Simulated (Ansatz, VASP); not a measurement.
# One calculation of ScGa5S, two programs

```
CELL_PARAMETERS angstrom
8.25065 0.00000 0.00000
-4.12532 7.14527 0.00000
0.00000 0.00000 4.62966
ATOMIC_POSITIONS crystal
Sc 0.00000 0.00000 0.00000
Ga 0.50000 0.00000 0.00000
Ga 0.00000 0.50000 0.00000
Ga 0.50000 0.50000 0.00000
Ga 0.33333 0.66667 0.00000
Ga 0.66667 0.33333 0.00000
S 0.00000 0.00000 0.50000
```

Alike in both runs: functional PBE; k mesh 3 × 3 × 4; occupations gaussian, width 0.2 eV; no spin polarisation.

Ansatz relaxed the structure, and its values are those at the end. VASP's run is a single point on that final structure, the one shown.

|  | VASP | Ansatz |
| --- | --- | --- |
| version | VASP 6.6.1 | Ansatz 0.2.0 |
| potentials or method | VASP PAW PBE potentials, release 64 (Sc_sv, Ga_d, S), cutoff 520 eV | scalar-relativistic, plane waves, PAW |
| valence electrons in the cell | 82 | 82 |

```csv
,VASP,Ansatz,Ansatz less VASP
gap on the k mesh at the Fermi level (eV),none,none,-
pressure (GPa),0.2,0.1,-0.06
```

A gap of «none» marks a metal or a gap that the smearing closes.
